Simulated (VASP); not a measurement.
# NaCa2 (Fd-3m) in VASP: notebook, part 2 of 2

VASP 6.6.1. The steps go on from the part before.

## (3) Single point, PBE

This run uses another cell than the first one, of 46.63 Å³/atom.

INCAR

```
PREC     = Accurate       # precision mode
ENCUT    = 520            # plane-wave cutoff, eV
EDIFF    = 1E-6           # SCF threshold, eV
ISMEAR   = 0              # smearing method
SIGMA    = 0.1            # smearing width, eV
LREAL    = F              # projectors in reciprocal space
LASPH    = T              # aspherical terms in the spheres
NELM     = 60             # most SCF steps
ALGO     = Fast           # electronic algorithm
ISIF     = 2              # what is computed and relaxed
LWAVE    = F              # write WAVECAR
LCHARG   = F              # write CHGCAR
GGA      = PE             # functional
NBANDS   = 36             # bands
```

KPOINTS

```
Automatic mesh
0
Gamma
  6 6 6
```

POSCAR

```
NaCa2
1.0
    0.0000000000      5.1910265502      5.1910265502
    5.1910265502      0.0000000000      5.1910265502
    5.1910265502      5.1910265502      0.0000000000
Na Ca
2 4
Direct
    0.5000000000      0.5000000000      0.5000000000
    0.7500000000      0.7500000000      0.7500000000
    0.1250000000      0.1250000000      0.1250000000
    0.6250000000      0.1250000000      0.1250000000
    0.1250000000      0.1250000000      0.6250000000
    0.1250000000      0.6250000000      0.1250000000
```

Potentials or basis: VASP PAW PBE potentials, release 64 (Na_pv, Ca_sv).

Launch:

```sh
$ cat potpaw_PBE.64/Na_pv/POTCAR potpaw_PBE.64/Ca_sv/POTCAR > POTCAR
$ mpirun -np 1 vasp_std > vasp.out
```

OUTCAR:

```text
PREC = Accurate
   ENCUT = 520
   EDIFF = 1E-6
   ISMEAR = 0
   LREAL = F
   LASPH = T
   NELM = 60
   ISIF = 2
   GGA = PE

 ion  position               nearest neighbor table
   1  0.500  0.500  0.500-
   2  0.750  0.750  0.750-
   3  0.125  0.125  0.125-
   4  0.625  0.125  0.125-
   5  0.125  0.125  0.625-
   6  0.125  0.625  0.125-

  LATTYP: Found a face centered cubic cell.
 ALAT       =    10.3820531004

  Lattice vectors:

 A1 = (   0.0000000000,   5.1910265502,   5.1910265502)
 A2 = (   5.1910265502,   0.0000000000,   5.1910265502)
 A3 = (   5.1910265502,   5.1910265502,   0.0000000000)

Analysis of symmetry for initial positions (statically):
=====================================================================
 Subroutine PRICEL returns:
 Original cell was already a primitive cell.

 Routine SETGRP: Setting up the symmetry group for a
 face centered cubic supercell.

 Subroutine GETGRP returns: Found 48 space group operations
[... 165 lines left out ...]

  energy without entropy =       -9.03856601  energy(sigma->0) =       -9.05774121

 E-fermi :   0.9239     XC(G=0):  -6.9052

 val. band max:        0.9237007291   @ k =  -0.1667   0.1667   0.0000
 cond. band min:       0.9244070893   @ k =   0.1667   0.1667   0.0000
 fundamental gap:      0.0007063602
 Fermi energy:         0.9239062299

 k-point     1 :       0.0000    0.0000    0.0000
  band No.  band energies     occupation
      1     -41.3668      2.00000
      2     -41.3463      2.00000
      3     -41.3463      2.00000
      4     -41.3463      2.00000
      5     -23.7007      2.00000
      6     -23.7007      2.00000
[... 613 lines left out ...]
     35       2.4534      0.00000
     36       2.4540      0.00000

------------------------ aborting loop because EDIFF is reached ----------------------------------------

  FORCE on cell =-STRESS in cart. coord.  units (eV):
  Direction    XX          YY          ZZ          XY          YZ          ZX
  --------------------------------------------------------------------------------------
  -------------------------------------------------------------------------------------
  Total        0.0106808      0.0106808      0.0106808     -0.0000000      0.0000000      0.0000000
  in kB        0.0611681      0.0611681      0.0611681     -0.0000000      0.0000000      0.0000000
  external PRESSURE =       0.0611681 kB  Pullay stress =       0.0000000 kB

 VOLUME and BASIS-vectors are now :
 -----------------------------------------------------------------------------
  energy-cutoff  :      520.00
  volume of cell :      279.76
      direct lattice vectors                 reciprocal lattice vectors
     0.000000000  5.191026550  5.191026550    -0.096320062  0.096320062  0.096320062
     5.191026550  0.000000000  5.191026550     0.096320062 -0.096320062  0.096320062
     5.191026550  5.191026550  0.000000000     0.096320062  0.096320062 -0.096320062

 POSITION                                       TOTAL-FORCE (eV/Angst)
 -----------------------------------------------------------------------------------
      5.19103      5.19103      5.19103         0.000000      0.000000      0.000000
      7.78654      7.78654      7.78654        -0.000000     -0.000000     -0.000000
      1.29776      1.29776      1.29776         0.000000      0.000000      0.000000
      1.29776      3.89327      3.89327         0.000000      0.000000      0.000000
      3.89327      3.89327      1.29776         0.000000      0.000000      0.000000
      3.89327      1.29776      3.89327         0.000000      0.000000      0.000000
 -----------------------------------------------------------------------------------
    total drift:                                0.000000      0.000000      0.000000

  FREE ENERGIE OF THE ION-ELECTRON SYSTEM (eV)
  ---------------------------------------------------
  free  energy   TOTEN  =        -9.0769163973 eV

  energy  without entropy=       -9.0385660130  energy(sigma->0) =       -9.05774121
```

Run time: 21 min. Hardware: 1 thread of Intel Xeon 8259CL, shared host; peak memory 0.51 GiB.

What came out:

```
Free energy            : -9.0769 eV
Pressure               : 0.0 GPa
Band gap on the k mesh : zero (bands 27 and 28 overlap by 0.79 eV)
```

## (4) Relaxation of cell and atoms, PBE

This run uses another cell than the first one, of 25.94 Å³/atom.

INCAR

```
SYSTEM = NaCa2
  PREC = Accurate
  ENCUT = 600
  EDIFF = 1E-6
  ISMEAR = 0
  SIGMA = 0.1
  LREAL = .FALSE.
  LASPH = .TRUE.
  NELM = 60
  ALGO = Normal
  ISIF = 3
  LWAVE = .FALSE.
  LCHARG = .FALSE.
  GGA = PE
  IBRION = 2
  NSW = 90
  EDIFFG = -0.04
```

KPOINTS

```
Automatic mesh
0
G
  4 4 4
  0 0 0
```

POSCAR

```
NaCa2
1.0
    0.0000000000      4.2692932265      4.2692932265
    4.2692932265      0.0000000000      4.2692932265
    4.2692932265      4.2692932265      0.0000000000
Na Ca
2 4
Direct
    0.0000000000      0.0000000000      0.0000000000
    0.2500000000      0.2500000000      0.2500000000
    0.6250000000      0.6250000000      0.6250000000
    0.1250000000      0.6250000000      0.6250000000
    0.6250000000      0.6250000000      0.1250000000
    0.6250000000      0.1250000000      0.6250000000
```

Launch:

```sh
$ cat potpaw_PBE.64/Na_pv/POTCAR potpaw_PBE.64/Ca_sv/POTCAR > POTCAR
$ mpirun -np 1 vasp_std > vasp.out
```

It took 6.7 min on 1 thread of Intel Xeon 8259CL, shared host; peak memory 0.35 GiB.

It converged, with:

```yaml
Free_energy: -9.1162 eV
Relaxed_volume: 46.22 Å³/atom
Relaxed_cell: a = 7.320 Å, b = 7.320 Å, c = 7.320 Å, α = 60.00°, β = 60.00°, γ = 60.00°
Space_group_after_relaxing_to_0.1_Å: Fd-3m (No. 227)
Energy_gained_by_relaxing: 685.6 meV/atom
Ionic_steps: 4
Pressure_after_relaxing: 0.1 GPa
Band_gap_on_the_k_mesh: zero (bands 27 and 28 overlap by 0.99 eV)
```

The path:
| step | energy change (eV) | largest force (eV/Å) | pressure (GPa) | volume (Å³) |
| --- | --- | --- | --- | --- |
| 1 | 0.0000 | 0.0000 | 15.64 | 155.63 |
| 2 | -3.4880 | 0.0000 | 3.92 | 219.92 |
| 3 | -4.0698 | 0.0000 | 0.84 | 261.78 |
| 4 | -4.1136 | 0.0000 | 0.10 | 277.30 |

Final structure:
```yaml
crystal:
  lattice:
    - [0.00000, 5.17572, 5.17572]
    - [5.17572, 0.00000, 5.17572]
    - [5.17572, 5.17572, 0.00000]
  atoms:
    - { symbol: Na, position: [0.00000, 0.00000, 0.00000] }
    - { symbol: Na, position: [0.25000, 0.25000, 0.25000] }
    - { symbol: Ca, position: [0.62500, 0.62500, 0.62500] }
    - { symbol: Ca, position: [0.12500, 0.62500, 0.62500] }
    - { symbol: Ca, position: [0.62500, 0.62500, 0.12500] }
    - { symbol: Ca, position: [0.62500, 0.12500, 0.62500] }
```

Levels at points of the mesh, in eV from the Fermi level:
| k point | band 23 | band 24 | band 25 | band 26 | band 27 | band 28 | band 29 | band 30 | band 31 | band 32 |
| --- | --- | --- | --- | --- | --- | --- | --- | --- | --- | --- |
| (0.00, 0.00, 0.00) | -3.52 | -0.56 | 0.01 | 0.01 | 0.01 | 0.42 | 0.44 | 0.44 | 0.44 | 0.83 |
| (0.50, 0.00, 0.00) | -2.66 | -2.05 | -0.12 | -0.10 | -0.09 | -0.09 | 0.41 | 0.41 | 0.53 | 1.27 |
| (0.50, 0.50, 0.00) | -2.09 | -2.09 | -0.66 | -0.66 | -0.60 | -0.60 | 0.95 | 0.95 | 1.04 | 1.04 |

Caveat: the volume moved by over 15 % at a fixed basis, so the end points are rough.

## (5) Overview

| task | cell | k mesh | cutoff (eV) | gap on the mesh (eV) | pressure (GPa) |
| --- | --- | --- | --- | --- | --- |
| single point | a = 7.275 Å, angles 60.0°, 6 atoms | 4 × 4 × 4 | 520 | none | 0.4 |
| single point | a = 7.341 Å, angles 60.0°, 6 atoms | 6 × 6 × 6 | 520 | none | 0.0 |
| relaxation of cell and atoms | relaxed from a = 6.038 Å, angles 60.0°, 6 atoms | 4 × 4 × 4 | 600 | none | 0.1 |

Alike in all rows: level PBE; potentials or basis VASP PAW PBE potentials, release 64 (Na_pv, Ca_sv); no spin polarisation; smearing gaussian 0.1 eV.

Caveats: the volume moved by over 15 % at a fixed basis, so the end points are rough (at least some runs).

Absolute energies hang on the potentials; compare differences alone.

The gap in the log of VASP goes by the Fermi energy; the results here count the filled bands.